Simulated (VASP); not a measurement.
# Zn (Pm-3m) in VASP: notebook, part 2 of 2

VASP 6.6.1. Earlier steps stand in the parts before.

**4. Single point, PBEsol (volume scaled by 0.8)**

Contents of INCAR:

```
PREC = Accurate
ENCUT = 520
EDIFF = 1E-7
ISMEAR = -1
SIGMA = 0.05
LREAL = F
LASPH = T
NELM = 100
ALGO = Normal
ISIF = 2
LWAVE = F
LCHARG = F
GGA = PS
NBANDS = 12
```

Contents of KPOINTS:

```
Automatic mesh
0
Gamma
  17 17 17
```

Contents of POSCAR:

```
Zn
1.0
    2.3804630774      0.0000000000      0.0000000000
    0.0000000000      2.3804630774      0.0000000000
    0.0000000000      0.0000000000      2.3804630774
Zn
1
Direct
    0.0000000000      0.0000000000      0.0000000000
```

Potentials or basis: VASP PAW PBE potentials, release 64 (Zn).

Command:

```bash
$ cat potpaw_PBE.64/Zn/POTCAR > POTCAR
$ mpirun -np 1 vasp_std > vasp.out
```

OUTCAR:

```text
PREC = Accurate
   ENCUT = 520
   EDIFF = 1E-7
   ISMEAR = -1
   LREAL = F
   LASPH = T
   NELM = 100
   ISIF = 2
   GGA = PS

 ion  position               nearest neighbor table
   1  0.000  0.000  0.000-

  LATTYP: Found a simple cubic cell.
 ALAT       =     2.3804630774

  Lattice vectors:

 A1 = (   2.3804630774,   0.0000000000,   0.0000000000)
 A2 = (   0.0000000000,   2.3804630774,   0.0000000000)
 A3 = (   0.0000000000,   0.0000000000,   2.3804630774)

[... 528 lines left out ...]
      3      -4.2960      2.00000
      4      -3.9977      2.00000
      5      -3.4543      2.00000
      6      -0.3576      2.00000
      7       1.6533      2.00000
      8      20.3277      0.00000
      9      21.9904      0.00000
     10      24.9816      0.00000
     11      26.2833      0.00000
     12      28.7660      0.00000

 [... further k-points ...]
[... 5 lines left out ...]
  --------------------------------------------------------------------------------------
  -------------------------------------------------------------------------------------
  Total        2.0800925      2.0800925      2.0800925      0.0000000     -0.0000000     -0.0000000
  in kB      247.0636709    247.0636709    247.0636709      0.0000000     -0.0000000     -0.0000000
  external PRESSURE =     247.0636709 kB  Pullay stress =       0.0000000 kB

 VOLUME and BASIS-vectors are now :
 -----------------------------------------------------------------------------
  energy-cutoff  :      520.00
  volume of cell :       13.49
      direct lattice vectors                 reciprocal lattice vectors
     2.380463077  0.000000000  0.000000000     0.420086331  0.000000000  0.000000000
     0.000000000  2.380463077  0.000000000     0.000000000  0.420086331  0.000000000
     0.000000000  0.000000000  2.380463077     0.000000000  0.000000000  0.420086331

 POSITION                                       TOTAL-FORCE (eV/Angst)
 -----------------------------------------------------------------------------------
      0.00000      0.00000      0.00000         0.000000      0.000000      0.000000
 -----------------------------------------------------------------------------------
    total drift:                                0.000000      0.000000      0.000000

  FREE ENERGIE OF THE ION-ELECTRON SYSTEM (eV)
  ---------------------------------------------------
  free  energy   TOTEN  =        -1.0848241941 eV

  energy  without entropy=       -1.0829285173  energy(sigma->0) =       -1.08387636
```

OSZICAR:

```text
N       E                     dE             d eps       ncg     rms          rms(c)
DAV:   1     0.411928158922E+02    0.41193E+02   -0.65259E+03  4140   0.162E+03
DAV:   2    -0.739199744596E-01   -0.41267E+02   -0.38285E+02  4100   0.212E+02
DAV:   3    -0.127079746027E+01   -0.11969E+01   -0.11952E+01  4596   0.359E+01
DAV:   4    -0.127332770391E+01   -0.25302E-02   -0.25302E-02  4304   0.160E+00
DAV:   5    -0.127332924164E+01   -0.15377E-05   -0.15377E-05  4628   0.387E-02    0.419E+00
DAV:   6    -0.110159532171E+01    0.17173E+00   -0.92345E-01  4784   0.195E+01    0.273E+00
DAV:   7    -0.108990874866E+01    0.11687E-01   -0.19962E-02  4172   0.278E+00    0.141E+00
DAV:   8    -0.108484752845E+01    0.50612E-02   -0.17756E-03  5032   0.568E-01    0.375E-02
DAV:   9    -0.108482363304E+01    0.23895E-04   -0.13090E-04  5912   0.177E-01    0.190E-02
DAV:  10    -0.108482486366E+01   -0.12306E-05   -0.56709E-06  4200   0.280E-02    0.403E-03
DAV:  11    -0.108482428997E+01    0.57369E-06   -0.85063E-07  4596   0.181E-02    0.798E-04
DAV:  12    -0.108482417961E+01    0.11037E-06   -0.15330E-08  2344   0.127E-03    0.115E-04
DAV:  13    -0.108482419414E+01   -0.14533E-07   -0.10862E-09  2100   0.513E-04
   1 F= -.10848242E+01 E0= -.10838764E+01  d E =-.189568E-02
```

stdout:

```text
POSCAR found type information on POSCAR Zn
 POSCAR found :  1 types and       1 ions
 scaLAPACK will be used
 -----------------------------------------------------------------------------
|                                                                             |
|                                                                             |
|     You enforced a specific xc type in the INCAR file but a different       |
|     I HOPE YOU KNOW WHAT YOU ARE DOING!                                     |
|                                                                             |
 -----------------------------------------------------------------------------

 LDA part: xc-table for (Slater+PW92), standard interpolation
 POSCAR, INCAR and KPOINTS ok, starting setup
 FFT: planning ... GRIDC
 FFT: planning ... GRID_SOFT
 FFT: planning ... GRID
 WAVECAR not read
 entering main loop
```

Run time: 17 s. Hardware: 1 thread of Intel Xeon Platinum 8259CL at 2.50GHz (Skylake/Cascade Lake), shared host; peak memory 0.13 GiB.

Results:

```yaml
Free_energy: -1.0848 eV
Pressure: 24.7 GPa
Band_gap_on_the_k_mesh: zero (band 6 reaches 9.79 eV, above the bottom of band 7 at 1.41 eV)
```

Caveat: the PAW data sets were made with another functional, which shifts forces and pressure a little.

**5. Single point, PBEsol (volume scaled by 0.9)**

Contents of INCAR:

```
SYSTEM = Zn
ALGO = Normal
EDIFF = 1E-6
ENCUT = 520
GGA = PS
ISIF = 2
ISMEAR = -1
LASPH = .TRUE.
LCHARG = .FALSE.
LREAL = .FALSE.
LWAVE = .FALSE.
NBANDS = 12
NELM = 80
PREC = Accurate
SIGMA = 0.05
```

Contents of KPOINTS:

```
k-points
0
G
  17 17 17
  0 0 0
```

Contents of POSCAR:

```
Zn
1.0
    2.4757813694      0.0000000000      0.0000000000
    0.0000000000      2.4757813694      0.0000000000
    0.0000000000      0.0000000000      2.4757813694
Zn
1
Direct
    0.0000000000      0.0000000000      0.0000000000
```

Potentials or basis: VASP PAW PBE potentials, release 64 (Zn).

Command:

```bash
$ cat potpaw_PBE.64/Zn/POTCAR > POTCAR
$ mpirun -np 1 vasp_std > vasp.out
```

OUTCAR:

```text
SYSTEM = Zn
   EDIFF = 1E-6
   ENCUT = 520
   GGA = PS
   ISIF = 2
   ISMEAR = -1
   LASPH = .TRUE.
   LREAL = .FALSE.
   NELM = 80
   PREC = Accurate

 ion  position               nearest neighbor table
   1  0.000  0.000  0.000-

  LATTYP: Found a simple cubic cell.
 ALAT       =     2.4757813694

  Lattice vectors:

 A1 = (   2.4757813694,   0.0000000000,   0.0000000000)
 A2 = (   0.0000000000,   2.4757813694,   0.0000000000)
 A3 = (   0.0000000000,   0.0000000000,   2.4757813694)

[... 528 lines left out ...]
      4      -4.5973      2.00000
      5      -4.1585      2.00000
      6      -0.8541      2.00000
      7       0.7606      2.00000
      8      18.0757      0.00000
      9      19.9391      0.00000
     10      22.2530      0.00000
     11      24.1084      0.00000
     12      26.2415      0.00000

 [... further k-points ...]
[... 5 lines left out ...]
  --------------------------------------------------------------------------------------
  -------------------------------------------------------------------------------------
  Total        0.8575643      0.8575643      0.8575643      0.0000000      0.0000000     -0.0000000
  in kB       90.5399872     90.5399872     90.5399872      0.0000000      0.0000000     -0.0000000
  external PRESSURE =      90.5399872 kB  Pullay stress =       0.0000000 kB

 VOLUME and BASIS-vectors are now :
 -----------------------------------------------------------------------------
  energy-cutoff  :      520.00
  volume of cell :       15.18
      direct lattice vectors                 reciprocal lattice vectors
     2.475781369  0.000000000  0.000000000     0.403912887  0.000000000  0.000000000
     0.000000000  2.475781369  0.000000000     0.000000000  0.403912887  0.000000000
     0.000000000  0.000000000  2.475781369     0.000000000  0.000000000  0.403912887

 POSITION                                       TOTAL-FORCE (eV/Angst)
 -----------------------------------------------------------------------------------
      0.00000      0.00000      0.00000         0.000000      0.000000      0.000000
 -----------------------------------------------------------------------------------
    total drift:                                0.000000      0.000000      0.000000

  FREE ENERGIE OF THE ION-ELECTRON SYSTEM (eV)
  ---------------------------------------------------
  free  energy   TOTEN  =        -1.2528739597 eV

  energy  without entropy=       -1.2502430681  energy(sigma->0) =       -1.25155851
```

stdout:

```text
POSCAR found type information on POSCAR Zn
 POSCAR found :  1 types and       1 ions
 scaLAPACK will be used
 -----------------------------------------------------------------------------
|                                                                             |
|                                                                             |
|     You enforced a specific xc type in the INCAR file but a different       |
|     I HOPE YOU KNOW WHAT YOU ARE DOING!                                     |
|                                                                             |
 -----------------------------------------------------------------------------

 LDA part: xc-table for (Slater+PW92), standard interpolation
 POSCAR, INCAR and KPOINTS ok, starting setup
 FFT: planning ... GRIDC
 FFT: planning ... GRID_SOFT
 FFT: planning ... GRID
 WAVECAR not read
 entering main loop
```

Run time: 15 s. Hardware: 1 thread of Intel Xeon Platinum 8259CL at 2.50GHz (Skylake/Cascade Lake), shared host; peak memory 0.14 GiB.

Results:

* Free energy: -1.2529 eV
* Pressure: 9.1 GPa
* Band gap on the k mesh: zero (band 6 reaches 8.39 eV, above the bottom of band 7 at 0.49 eV)

Caveat: the PAW data sets were made with another functional, which shifts forces and pressure a little.

**6. Single point, PBEsol (volume scaled by 0.9)**

Contents of INCAR:

```
PREC     = Accurate       # precision mode
ENCUT    = 520            # plane-wave cutoff, eV
EDIFF    = 1E-7           # SCF threshold, eV
ISMEAR   = -1             # smearing method
SIGMA    = 0.05           # smearing width, eV
LREAL    = False          # projectors in reciprocal space
LASPH    = True           # aspherical terms in the spheres
NELM     = 100            # most SCF steps
ALGO     = Normal         # electronic algorithm
ISIF     = 2              # what is computed and relaxed
LWAVE    = False          # write WAVECAR
LCHARG   = False          # write CHGCAR
GGA      = PS             # functional
NBANDS   = 12             # bands
```

Contents of KPOINTS:

```
Automatic mesh
0
Gamma
  17 17 17
```

POSCAR is that of step 5.

Potentials or basis: VASP PAW PBE potentials, release 64 (Zn).

Command:

```bash
$ cat potpaw_PBE.64/Zn/POTCAR > POTCAR
$ mpirun -np 1 vasp_std > vasp.out
```

Run time: 16 s. Hardware: 1 thread of Intel Xeon Platinum 8259CL at 2.50GHz (Skylake/Cascade Lake), shared host; peak memory 0.13 GiB.

Results (log left out):

| Item | Value |
| --- | --- |
| Free energy | -1.2529 eV |
| Pressure | 8.9 GPa |
| Band gap on the k mesh | zero (band 6 reaches 8.39 eV, above the bottom of band 7 at 0.49 eV) |

Levels at points of the mesh, in eV from the Fermi level:
```tsv
k point	band 3	band 4	band 5	band 6	band 7	band 8	band 9	band 10
(0.00, 0.00, 0.00)	-8.47	-6.87	-6.87	-6.87	13.78	13.78	13.78	16.83
```

Caveat: the PAW data sets were made with another functional, which shifts forces and pressure a little.

**7. Overview**

```tsv
cell	gap on the mesh (eV)	pressure (GPa)
a = 2.277 Å, 1 atom	none	54.5
a = 2.380 Å, 1 atom	none	24.7
a = 2.476 Å, 1 atom	none	8.9
```

Alike in all rows: task single point; level PBEsol; potentials or basis VASP PAW PBE potentials, release 64 (Zn); no spin polarisation; k mesh 17 × 17 × 17; cutoff (eV) 520; smearing fermi-dirac 0.05 eV.

Caveats: the PAW data sets were made with another functional, which shifts forces and pressure a little.

Total energies depend on the potentials used, so only differences within one code and one set of settings carry meaning.
